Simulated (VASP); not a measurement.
# CuO (Tenorite) (C2/c) in VASP: notebook

Aim: see how the results for CuO (Tenorite) move with the level of theory and the settings. Levels: RPBE+D3(BJ), LDA, SVWN5, BLYP. Tasks: single point, relaxation of cell and atoms.

Program: VASP 6.6.1. These are calculated values, not measurements. Logs are shortened: lines on timing, memory, paths and dates and some standing lists are left out, and cuts for length are marked.

## (1) The cell of the first run

The structure is monoclinic, space group C2/c (No. 15). Conventional cell: a = 4.684 Å, b = 3.423 Å, c = 5.129 Å, α = 90.00°, β = 99.54°, γ = 90.00°. Cu (site symmetry -1) has 4 O at 1.95 to 1.96 Å within 2.6 Å. Within 2.6 Å of O (site symmetry 2) lie 4 Cu at 1.95 to 1.96 Å.

## (2) Single point, RPBE+D3(BJ)

Contents of INCAR:

```
  ALGO = Normal
  EDIFF = 1E-6
  ENCUT = 600
  GGA = RP
  GGA_COMPAT = F
  ISIF = 2
  ISMEAR = 0
  IVDW = 12
  LASPH = T
  LCHARG = F
  LREAL = F
  LWAVE = F
  NBANDS = 25
  NELM = 120
  PREC = Accurate
  SIGMA = 0.05
```

Contents of KPOINTS:

```
k-points
0
Gamma
  10 10 5
```

Contents of POSCAR:

```
CuO
1.0
    2.3418500000     -1.7113000000      0.0000000000
    2.3418500000      1.7113000000      0.0000000000
   -0.8500274268      0.0000000000      5.0578693947
Cu O
2 2
Direct
    0.5000000000      0.0000000000      0.5000000000
    0.0000000000      0.5000000000      0.0000000000
    0.4184000000      0.5816000000      0.7500000000
    0.5816000000      0.4184000000      0.2500000000
```

Potentials or basis: VASP PAW PBE potentials, release 64 (Cu, O).

Launch:

```bash
$ cat potpaw_PBE.64/Cu/POTCAR potpaw_PBE.64/O/POTCAR > POTCAR
$ mpirun -np 1 vasp_std > vasp.out
```

OUTCAR:

```text
EDIFF = 1E-6
   ENCUT = 600
   GGA = RP
   ISIF = 2
   ISMEAR = 0
   IVDW = 12
   LASPH = T
   LREAL = F
   NELM = 120
   PREC = Accurate
 IVDW          = 12

 ion  position               nearest neighbor table
   1  0.500  0.000  0.500-   3 1.95   4 1.95   4 1.96   3 1.96
   2  0.000  0.500  0.000-   4 1.95   3 1.95   4 1.96   3 1.96
   3  0.418  0.582  0.750-   2 1.95   1 1.95   2 1.96   1 1.96
   4  0.582  0.418  0.250-   1 1.95   2 1.95   2 1.96   1 1.96

  LATTYP: Found a base centered monoclinic cell.
 ALAT       =     4.6837000000
 B/A-ratio  =     0.7307470589
 C/A-ratio  =     1.0950317057
 COS(beta)  =    -0.1657361228

  Lattice vectors:

 A1 = (   2.3418500000,  -1.7113000000,   0.0000000000)
 A2 = (   2.3418500000,   1.7113000000,   0.0000000000)
 A3 = (  -0.8500274268,   0.0000000000,   5.0578693947)

Analysis of symmetry for initial positions (statically):
=====================================================================
 Subroutine PRICEL returns:
 Original cell was already a primitive cell.

 Routine SETGRP: Setting up the symmetry group for a
 base centered monoclinic supercell.

 Subroutine GETGRP returns: Found  4 space group operations
 (whereof  2 operations were pure point group operations)
 out of a pool of  4 trial point group operations.

The static configuration has the point symmetry S_2 .
 The point group associated with its full space group is C_2h.

Analysis of symmetry for dynamics (positions and initial velocities):
=====================================================================
 Subroutine PRICEL returns:
 Original cell was already a primitive cell.

 Routine SETGRP: Setting up the symmetry group for a
 base centered monoclinic supercell.

 Subroutine GETGRP returns: Found  4 space group operations
 (whereof  2 operations were pure point group operations)
 out of a pool of  4 trial point group operations.

The dynamic configuration has the point symmetry S_2 .
 The point group associated with its full space group is C_2h.

 Subroutine INISYM returns: Found  4 space group operations
 (whereof  2 operations are pure point group operations),
 and found     1 'primitive' translations

----------------------------------------------------------------------------------------

                                     Primitive cell

  volume of cell :      40.5399

  direct lattice vectors                    reciprocal lattice vectors
     2.341850000 -1.711300000  0.000000000     0.213506416 -0.292175539  0.035881968
     2.341850000  1.711300000  0.000000000     0.213506416  0.292175539  0.035881968
    -0.850027427  0.000000000  5.057869395     0.000000000  0.000000000  0.197711709

  length of vectors
     2.900484289  2.900484289  5.128800000     0.363646877  0.363646877  0.197711709

  position of ions in fractional coordinates (direct lattice)
     0.500000000  0.000000000  0.500000000
     0.000000000  0.500000000  0.000000000
     0.418400000  0.581600000  0.750000000
     0.581600000  0.418400000  0.250000000

  ion indices of the primitive-cell ions
   primitive index   ion index
                 1           1
                 2           2
                 3           3
                 4           4

----------------------------------------------------------------------------------------

 KPOINTS: k-points

Automatic generation of k-mesh.
 Grid dimensions read from file:
 generate k-points for:   10   10    5

 Generating k-lattice:

  Cartesian coordinates                     Fractional coordinates (reciprocal lattice)
     0.021350642 -0.029217554  0.003588197     0.100000000  0.000000000  0.000000000
     0.021350642  0.029217554  0.003588197     0.000000000  0.100000000  0.000000000
     0.000000000  0.000000000  0.039542342     0.000000000  0.000000000  0.200000000

  Length of vectors
     0.036364688  0.036364688  0.039542342

  Shift w.r.t. Gamma in fractional coordinates (k-lattice)
     0.000000000  0.000000000  0.000000000

 Subroutine IBZKPT returns following result:
 ===========================================

 Found    141 irreducible k-points:

 Following reciprocal coordinates:
            Coordinates               Weight
  0.000000  0.000000  0.000000      1.000000
  0.100000 -0.000000  0.000000      4.000000
  0.200000 -0.000000  0.000000      4.000000
  0.300000 -0.000000  0.000000      4.000000
  0.400000 -0.000000  0.000000      4.000000
  0.500000 -0.000000  0.000000      2.000000
[... 16 lines left out ...]
  0.300000  0.300000  0.000000      2.000000
  0.400000  0.300000  0.000000      4.000000
 [... further k-points ...]
   k-points           NKPTS =    141   k-points in BZ     NKDIM =    141   number of bands    NBANDS=     25
   number of dos      NEDOS =    301   number of ions     NIONS =      4
   total plane-waves  NPLWV =  24192
   dimension x,y,z NGX =    24 NGY =   24 NGZ =   42
   dimension x,y,z NGXF=    48 NGYF=   48 NGZF=   84
   ions per type =               2   2
   NGX,Y,Z   is equivalent  to a cutoff of  13.76, 13.76, 13.61 a.u.
   NGXF,Y,Z  is equivalent  to a cutoff of  27.51, 27.51, 27.23 a.u.
 SYSTEM =  unknown system
   PREC   = accura    normal or accurate (medium, high low for compatibility)
   ISTART =      0    job   : 0-new  1-cont  2-samecut
   ICHARG =      2    charge: 1-file 2-atom 10-const
   ISPIN  =      1    spin polarized calculation?
   LNONCOLLINEAR =      F non collinear calculations
   LSORBIT =      F    spin-orbit coupling
   LASPH  =      T    aspherical Exc in radial PAW
   ENCUT  =  600.0 eV  44.10 Ry    6.64 a.u.   5.79  5.79 10.24*2*pi/ulx,y,z
   NELM   =    120;   NELMIN=  2; NELMDL= -5     # of ELM steps
   EDIFF  = 0.1E-05   stopping-criterion for ELM
   LREAL  =      F    real-space projection
   EDIFFG = 0.1E-04   stopping-criterion for IOM
   NSW    =      0    number of steps for IOM
   IBRION =     -1    ionic relax: 0-MD 1-quasi-New 2-CG
   NFREE  =      0    steps in history (QN), initial steepest desc. (CG)
   ISIF   =      2    stress and relaxation
   ISYM   =      2    0-nonsym 1-usesym 2-fastsym
   POTIM  = 0.5000    time-step for ionic-motion
   TEBEG  =    0.0;   TEEND  =   0.0 temperature during run
   PSTRESS=    0.0 pullay stress
   NELECT =      34.0000    total number of electrons
   NUPDOWN=      -1.0000    fix difference up-down
   EMIN   =  10.00;   EMAX   =-10.00  energy-range for DOS
   EFERMI =   0.00;   METHOD = LEGACY
   ISMEAR =     0;   SIGMA  =   0.05  broadening in eV -4-tet -1-fermi 0-gaus
   EFERMI_NEDOS =   21; number of points for ismear=-14 and -15
   IALGO  =     38    algorithm
   IMIX   =      4    mixing-type and parameters
     AMIX     =   0.40;   BMIX     =  1.00
     AMIX_MAG =   1.60;   BMIX_MAG =  1.00
  volume/ion in A,a.u.               =      10.13        68.39
  Fermi-wavevector in a.u.,A,eV,Ry     =   1.543856  2.917465 32.429379  2.383492
  Thomas-Fermi vector in A             =   2.649460
   LORBIT       =      0    0 simple, 1 ext, 2 COOP (PROOUT), +10 PAW based schemes
   GGA     = RP    functional components
   LHFCALC =     F    Hartree Fock is set to
   AEXX    =    0.0000 exact exchange contribution
   IVDW    =    12    specifies the selected vdW correction
   LEPSILON=     F    determine dielectric tensor
   LRPA    =     F    only Hartree local field effects (RPA)
 non-spin polarized calculation
 Gauss-broadening in eV      SIGMA  =   0.05
  energy-cutoff  :      600.00
  volume of cell :       40.54
 maximum number of plane-waves:      1364
   NGX = 11   NGY = 11   NGZ = 21

 number of electron      33.9999983 magnetization

 Free energy of the ion-electron system (eV)
  ---------------------------------------------------
  ext. energy  EPLUGINS =         0.00000000
  ---------------------------------------------------
  free energy    TOTEN  =       -17.73973588 eV

  energy without entropy =      -17.73642636  energy(sigma->0) =      -17.73808112

 E-fermi :   5.8920     XC(G=0): -11.7051

 val. band max:        5.8835798995   @ k =  -0.4000   0.2000   0.4000
 cond. band min:       5.9021493382   @ k =   0.5000   0.2000   0.4000
 fundamental gap:      0.0185694386
 Fermi energy:         5.8919998048

 k-point     1 :       0.0000    0.0000    0.0000
  band No.  band energies     occupation
      1     -14.1338      2.00000
      2     -12.8285      2.00000
      3      -2.2376      2.00000
      4       0.3381      2.00000
      5       0.7323      2.00000
      6       2.5920      2.00000
[... 17 lines left out ...]
     24      22.3758      0.00000
     25      22.6737      0.00000

 k-point     2 :       0.1000   -0.0000    0.0000
  band No.  band energies     occupation
      1     -14.0675      2.00000
      2     -12.8073      2.00000
      3      -2.1283      2.00000
      4       0.3220      2.00000
      5       0.7043      2.00000
      6       1.8147      2.00000
[... 17 lines left out ...]
     24      21.9055      0.00000
     25      22.8887      0.00000

 k-point     3 :       0.2000   -0.0000    0.0000
  band No.  band energies     occupation
      1     -13.8875      2.00000
      2     -12.7511      2.00000
      3      -1.8353      2.00000
      4       0.2615      2.00000
      5       0.5713      2.00000
      6       0.8052      2.00000
[... 17 lines left out ...]
     24      21.0459      0.00000
     25      22.4323      0.00000

 k-point     4 :       0.3000   -0.0000    0.0000
  band No.  band energies     occupation
      1     -13.6507      2.00000
      2     -12.6805      2.00000
      3      -1.4648      2.00000
      4      -0.3484      2.00000
      5       0.1868      2.00000
      6       0.7057      2.00000
[... 17 lines left out ...]
     24      19.9304      0.00000
     25      22.0258      0.00000
[... 477 lines left out ...]
 k-point    22 :      -0.2000    0.2000    0.0000
  band No.  band energies     occupation
      1     -13.5962      2.00000
      2     -12.6550      2.00000
      3      -1.3677      2.00000
      4       0.1258      2.00000
      5       0.1607      2.00000
      6       0.4838      2.00000
[... 17 lines left out ...]
     24      19.8402      0.00000
     25      19.9310      0.00000

 k-point    23 :       0.3000    0.3000    0.0000
  band No.  band energies     occupation
      1     -13.3551      2.00000
      2     -12.6311      2.00000
      3      -0.9015      2.00000
      4      -0.4221      2.00000
      5       0.5647      2.00000
      6       0.6000      2.00000
[... 17 lines left out ...]
     24      20.5557      0.00000
     25      20.9123      0.00000

 k-point    24 :       0.4000    0.3000    0.0000
  band No.  band energies     occupation
      1     -13.1714      2.00000
      2     -12.5847      2.00000
      3      -0.9108      2.00000
      4      -0.6128      2.00000
      5       0.3611      2.00000
      6       0.5542      2.00000
[... 17 lines left out ...]
     24      19.3586      0.00000
     25      20.4110      0.00000

 [... further k-points ...]

------------------------ aborting loop because EDIFF is reached ----------------------------------------

 Edisp (eV)   -4.63328

 E8    (eV) :    -2.6987

  FORCE on cell =-STRESS in cart. coord.  units (eV):
  Direction    XX          YY          ZZ          XY          YZ          ZX
  --------------------------------------------------------------------------------------
  -------------------------------------------------------------------------------------
  Total      -2.58431    -3.06048    -2.86817     0.00000     0.00000    -0.58115
  in kB    -102.13446  -120.95323  -113.35290     0.00000     0.00000   -22.96781
  external pressure =     -112.15 kB  Pullay stress =        0.00 kB

 VOLUME and BASIS-vectors are now :
 -----------------------------------------------------------------------------
  energy-cutoff  :      600.00
  volume of cell :       40.54
      direct lattice vectors                 reciprocal lattice vectors
     2.341850000 -1.711300000  0.000000000     0.213506416 -0.292175539  0.035881968
     2.341850000  1.711300000  0.000000000     0.213506416  0.292175539  0.035881968
    -0.850027427  0.000000000  5.057869395     0.000000000  0.000000000  0.197711709

 POSITION                                       TOTAL-FORCE (eV/Angst)
 -----------------------------------------------------------------------------------
      0.74591     -0.85565      2.52893         0.000000     -0.000000      0.000000
      1.17092      0.85565      0.00000         0.000000      0.000000      0.000000
      1.70433      0.27928      3.79340         0.000000     -0.091854      0.000000
      2.12934     -0.27928      1.26447        -0.000000      0.091854      0.000000
 -----------------------------------------------------------------------------------
    total drift:                                0.000000     -0.000000     -0.000000

  FREE ENERGIE OF THE ION-ELECTRON SYSTEM (eV)
  ---------------------------------------------------
  free  energy   TOTEN  =       -22.3730151346 eV

  energy  without entropy=      -22.3697056158  energy(sigma->0) =      -22.37136038
```

Run time: 68 s. Hardware: 1 thread of Intel Xeon 6975P-C (Granite Rapids), shared host; peak memory 0.28 GiB.

Results:

```
Free energy                : -22.3730 eV
Pressure                   : -11.2 GPa
Largest force              : 0.092 eV/Å
Band gap on the k mesh     : zero (band 17 reaches 6.17 eV, above the bottom of band 18 at 5.56 eV)
Dispersion energy per atom : -1.158 eV
```

Forces in eV/Å, atoms in the order of the input:
```
Cu   0.000  0.000  0.000
Cu   0.000  0.000  0.000
O    0.000 -0.092  0.000
O    0.000  0.092  0.000
```

Levels at points of the mesh, in eV from the Fermi level:
```tsv
k point	band 13	band 14	band 15	band 16	band 17	band 18	band 19	band 20	band 21	band 22
(0.00, 0.00, 0.00)	-2.39	-2.23	-2.17	-1.67	0.21	0.95	1.77	6.12	8.25	13.49
(0.50, 0.00, 0.00)	-2.06	-1.61	-1.52	-1.42	0.01	0.26	4.97	6.41	7.03	11.23
(0.50, 0.50, 0.00)	-2.15	-2.13	-1.66	-1.23	-0.66	1.07	3.44	7.22	8.61	10.14
```

Caveat: the PAW data sets were made with another functional, which shifts forces and pressure a little; semilocal functionals often make such compounds metallic where correlation or magnetic order opens a gap, which also shifts bond lengths; pairwise dispersion overbinds metals, which lowers pressure and volume.

## (3) Relaxation of cell and atoms, LDA

Contents of INCAR:

```
SYSTEM = CuO
  PREC = Accurate
  ENCUT = 600
  EDIFF = 1E-7
  ISMEAR = 0
  SIGMA = 0.1
  LREAL = .FALSE.
  LASPH = .TRUE.
  NELM = 120
  ALGO = Normal
  ISIF = 3
  LWAVE = .FALSE.
  LCHARG = .FALSE.
  IBRION = 2
  NSW = 60
  EDIFFG = -0.01
  GGA_COMPAT = .FALSE.
  NELMIN = 4
```

Contents of KPOINTS:

```
Automatic mesh
0
G
  10 10 5
  0 0 0
```

POSCAR is that of step 2.

Potentials or basis: VASP PAW LDA potentials, release 64 (Cu, O).

Launch:

```bash
$ cat potpaw_LDA.64/Cu/POTCAR potpaw_LDA.64/O/POTCAR > POTCAR
$ mpirun -np 1 vasp_std > vasp.out
```

Run time: 19 min. Hardware: 1 thread of Intel Xeon 6975P-C (Granite Rapids), shared host; peak memory 0.26 GiB.

Results (log left out):

```yaml
Free_energy: -23.3292 eV
Relaxed_volume: 10.30 Å³/atom
Relaxed_cell: a = 2.855 Å, b = 2.855 Å, c = 5.056 Å, α = 89.97°, β = 89.97°, γ = 88.70°
Space_group_after_relaxing_to_0.05_Å: Cccm (No. 66)
Energy_gained_by_relaxing: 43.3 meV/atom
Ionic_steps: 40
Pressure_after_relaxing: 0.0 GPa
Band_gap_on_the_k_mesh: zero (band 17 reaches 6.19 eV, above the bottom of band 18 at 5.21 eV)
```

Stress tensor (GPa, compression positive):
```
 0.06  0.00 -0.04
 0.00 -0.15  0.00
-0.04  0.00  0.04
```

Step by step:
| step | energy change (eV) | largest force (eV/Å) | pressure (GPa) | volume (Å³) |
| --- | --- | --- | --- | --- |
| 1 | 0.0000 | 0.4266 | -8.96 | 40.54 |
| 2 | -0.0251 | 0.0188 | 9.53 | 37.30 |
| 3 | -0.0651 | 0.2142 | 0.58 | 38.67 |
| 4 | -0.0651 | 0.2093 | 0.81 | 38.63 |
| 5 | -0.0716 | 0.1434 | 0.73 | 38.73 |
| 6 | -0.0788 | 0.0225 | 0.78 | 38.95 |
| 7 | -0.0845 | 0.0016 | 0.22 | 39.16 |
| 8 | -0.0980 | 0.0518 | -1.43 | 39.79 |
| 9 | -0.1105 | 0.1249 | -4.44 | 41.02 |
| 10 | -0.1130 | 0.1240 | -4.35 | 41.05 |
| 11 | -0.1201 | 0.1214 | -4.07 | 41.12 |
| 12 | -0.1326 | 0.1142 | -3.48 | 41.25 |
| 13 | -0.1503 | 0.0953 | -2.44 | 41.46 |
| 14 | -0.1497 | 0.0417 | -1.09 | 41.65 |
| 15 | -0.1563 | 0.0637 | -1.81 | 41.56 |
| 16 | -0.1592 | 0.0551 | -0.92 | 41.32 |
| 17 | -0.1608 | 0.0409 | 0.53 | 40.95 |
| 18 | -0.1620 | 0.0444 | 0.30 | 40.96 |
| 19 | -0.1633 | 0.0543 | -0.41 | 41.01 |
| 20 | -0.1634 | 0.0530 | -0.36 | 41.00 |
| 21 | -0.1638 | 0.0520 | 0.01 | 40.92 |
| 22 | -0.1641 | 0.0497 | 0.57 | 40.80 |
| 23 | -0.1644 | 0.0509 | 0.54 | 40.82 |
| 24 | -0.1654 | 0.0547 | 0.30 | 40.86 |
| 25 | -0.1665 | 0.0618 | -0.13 | 40.96 |
| 26 | -0.1659 | 0.0715 | -1.01 | 41.13 |
| 27 | -0.1668 | 0.0654 | -0.42 | 41.01 |
| 28 | -0.1673 | 0.0630 | -0.32 | 41.01 |
| 29 | -0.1685 | 0.0541 | -0.05 | 40.98 |
| 30 | -0.1702 | 0.0384 | 0.48 | 40.93 |
| 31 | -0.1709 | 0.0127 | 1.33 | 40.81 |
| 32 | -0.1717 | 0.0050 | 0.85 | 40.91 |
| 33 | -0.1721 | 0.0056 | 0.26 | 41.04 |
| 34 | -0.1721 | 0.0071 | 0.15 | 41.06 |
| 35 | -0.1724 | 0.0059 | 0.16 | 41.07 |
| 36 | -0.1729 | 0.0031 | 0.23 | 41.10 |
| 37 | -0.1731 | 0.0026 | 0.24 | 41.17 |
| 38 | -0.1732 | 0.0008 | 0.27 | 41.15 |
| 39 | -0.1732 | 0.0008 | -0.16 | 41.24 |
| 40 | -0.1732 | 0.0001 | -0.02 | 41.21 |

Final structure:
```yaml
crystal:
  lattice:
    - [2.03589, -1.99598, 0.15516]
    - [2.03589, 1.99598, 0.15516]
    - [-0.38089, 0.00000, 5.04139]
  atoms:
    - { symbol: Cu, position: [0.50000, 0.00000, 0.50000] }
    - { symbol: Cu, position: [0.00000, 0.50000, 0.00000] }
    - { symbol: O, position: [0.50022, 0.49978, 0.75000] }
    - { symbol: O, position: [0.49978, 0.50022, 0.25000] }
```

Levels at points of the mesh, in eV from the Fermi level:
```csv
k point,band 15,band 16,band 17,band 18,band 19,band 20
"(0.00, 0.00, 0.00)",-2.49,-2.08,0.71,0.77,1.66,6.17
"(0.50, 0.00, 0.00)",-1.70,-1.61,0.26,0.50,3.43,6.11
"(0.50, 0.50, 0.00)",-1.66,-1.27,-1.25,1.24,1.81,7.14
```

Caveat: semilocal functionals often make such compounds metallic where correlation or magnetic order opens a gap, which also shifts bond lengths. With open d or f shells a metallic result of LDA can be an artefact of self-interaction; +U or a hybrid may open a gap.

(Continued in part 2 of 2.)
